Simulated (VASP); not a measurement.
Crystal: PtSe2.

```
CELL_PARAMETERS angstrom
3.74866 0.00000 0.00000
-1.87433 3.24644 0.00000
0.00000 0.00000 5.09552
ATOMIC_POSITIONS crystal
Pt 0.00000 0.00000 0.00000
Se 0.66667 0.33333 0.75000
Se 0.33333 0.66667 0.25000
```

Base run:

| Property | Result |
| --- | --- |
| Program | VASP 6.6.1 |
| Functional | BLYP |
| Dispersion | D3(BJ) |
| Potentials or basis | VASP PAW PBE potentials, release 64 (Pt, Se) |
| Cutoff | 520 eV |
| k mesh | 8 × 8 × 5 |
| Occupations | fermi-dirac, width 0.05 eV |
| Spin | no spin polarisation |

Its results: band gap on the k mesh zero (bands 11 and 12 overlap by 0.24 eV); pressure 3.8 GPa; largest force 0.925 eV/Å.

Problem. The run is repeated on the same cell with these changes: functional from BLYP to r2SCAN; dispersion from D3(BJ) to rVV10. What comes out?

Solution. Band gap on the k mesh zero (bands 11 and 12 overlap by 0.17 eV); pressure 1.2 GPa; largest force 0.203 eV/Å.

Several settings changed at once.

Caveats: the PAW data sets were made with another functional, which shifts forces and pressure a little; spin-orbit coupling is left out, which moves the levels of the heavy elements; the cell stands under pressure (at least some runs).
